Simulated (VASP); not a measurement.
AlH4, 10 atoms in the cell. The typed cell holds 10 atoms: a = 2.596 Å, b = 3.648 Å, c = 10.003 Å, α = 98.76°, β = 91.29°, γ = 90.17°. 

* Program: VASP 6.6.1
* Task: single point
* Functional: PBE
* Potentials or basis: VASP PAW PBE potentials, release 64 (Al, H)
* Cutoff: 520 eV
* k mesh: 6 × 6 × 2
* Occupations: gaussian, width 0.1 eV
* Spin: no spin polarisation
* Dipole correction: no
* Further INCAR settings: ALGO = Normal; EDIFF = 1e-06; NBANDS = 18

Potentials or basis: VASP PAW PBE potentials, release 64 (Al, H).

Run with:

```console
$ cat potpaw_PBE.64/Al/POTCAR potpaw_PBE.64/H/POTCAR > POTCAR
$ mpirun -np 1 vasp_std > vasp.out
```

Hardware: 1 thread of Intel(R) Xeon(R) Platinum 8559C (Emerald Rapids), with other jobs on the host.

Q: How long does it take, and how much memory?

A: It took 39 s on 1 thread of Intel(R) Xeon(R) Platinum 8559C (Emerald Rapids), with other jobs on the host, peak memory 0.22 GiB. Counts: scf iterations 13, k points 40.
